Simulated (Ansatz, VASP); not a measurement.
# Si4Ni3Pt in VASP and in Ansatz

File POSCAR:

```
Si4Ni3Pt
1.0
    4.5758928846      0.0000000000      0.0000000000
    0.0000000000      4.5758928846      0.0000000000
    0.0000000000      0.0000000000      4.8188758894
Si Ni Pt
4 3 1
Direct
    0.0000000000      0.5000000000      0.8486540942
    0.5000000000      0.0000000000      0.8486540942
    0.0000000000      0.0000000000      0.1539340094
    0.5000000000      0.5000000000      0.1655734129
    0.0000000000      0.5000000000      0.3321329866
    0.5000000000      0.0000000000      0.3321329866
    0.0000000000      0.0000000000      0.6597553729
    0.5000000000      0.5000000000      0.6591630432
```

The input INCAR.step1:

```
ALGO = Normal
EDIFF = 1E-4
ENCUT = 520
GGA = PE
ISMEAR = 0
LASPH = True
LCHARG = False
LREAL = False
LWAVE = True
NBANDS = 38
NELM = 80
PREC = Accurate
SIGMA = 0.1
```

INCAR.step2

```
ALGO = Normal
EDIFF = 1E-6
ENCUT = 520
ISIF = 2
ISMEAR = 0
ISTART = 1
LASPH = True
LCHARG = False
LMIXTAU = True
LREAL = False
LWAVE = False
METAGGA = R2SCAN
NBANDS = 38
NELM = 80
PREC = Accurate
SIGMA = 0.1
```

Contents of KPOINTS:

```
k-points
0
Gamma
  8 8 8
```

Input for Ansatz:

```yaml
crystal:
  lattice:
    - [4.5758928846, 0.0, 0.0]
    - [0.0, 4.5758928846, 0.0]
    - [0.0, 0.0, 4.8188758894]
  atoms:
    - { symbol: Si, position: [0.0, 0.5, 0.8486540942] }
    - { symbol: Si, position: [0.5, 0.0, 0.8486540942] }
    - { symbol: Si, position: [0.0, 0.0, 0.1539340094] }
    - { symbol: Si, position: [0.5, 0.5, 0.1655734129] }
    - { symbol: Ni, position: [0.0, 0.5, 0.3321329866] }
    - { symbol: Ni, position: [0.5, 0.0, 0.3321329866] }
    - { symbol: Ni, position: [0.0, 0.0, 0.6597553729] }
    - { symbol: Pt, position: [0.5, 0.5, 0.6591630432] }
basis:
  ecutwfc: 500
kpoints:
  mp_grid: { grid: [8, 8, 8] }
  band_path:
    path:
      - [[0.0, 0.0, 0.0], [0.0, 0.5, 0.0], [0.5, 0.5, 0.0], [0.0, 0.0, 0.0], [0.0, 0.0, 0.5], [0.0, 0.5, 0.5], [0.5, 0.5, 0.5], [0.0, 0.0, 0.5]]
      - [[0.0, 0.5, 0.0], [0.0, 0.5, 0.5]]
      - [[0.5, 0.5, 0.0], [0.5, 0.5, 0.5]]
    npoints: 14
hamiltonian:
  xc: r2scan
scf:
  occupations: { method: gaussian, width: 0.1 }
  n_extra_bands: 20
output:
  forces: true
  stress: true
  eigenvalues: true
  populations: true
  dos: { projected: true, de: 0.02, nscf_kmesh: { grid: [10, 10, 10] } }
  bader: true
  write_density: true
  write_potential: true
  elf: true
  volumetric_format: npy
```

Alike in both runs: task single point; functional r2SCAN; k mesh 8 × 8 × 8; occupations gaussian, width 0.1 eV; no spin polarisation.

|  | VASP | Ansatz |
| --- | --- | --- |
| version | VASP 6.6.1 | Ansatz 0.2.0 |
| potentials or method | VASP PAW PBE potentials, release 64 (Si, Ni, Pt), cutoff 520 eV | scalar-relativistic, plane waves, PAW |
| valence electrons in the cell | 56 | 88 |

VASP gave:

```
gap on the k mesh at the Fermi level (eV)                     : none
pressure (GPa)                                                : -4.9
traceless stress, the component that is largest in VASP (GPa) : -1.38
rms of the force components (eV/Å)                            : 0.031
```

Q: Which values does Ansatz return?

A: gap on the k mesh at the Fermi level (eV): none; pressure (GPa): -5.1; traceless stress, the component that is largest in VASP (GPa): -1.50; rms of the force components (eV/Å): 0.032.

VASP's potentials were made for PBE, not for r2SCAN. Atom by atom the forces differ by 0.003 eV/Å (rms over components). A gap of «none» marks a metal or a gap that the smearing closes. VASP's potentials hold 56 valence electrons a cell and Ansatz's 88, so a difference there can come from the potentials and not from the codes.

Spin-orbit coupling is off throughout.
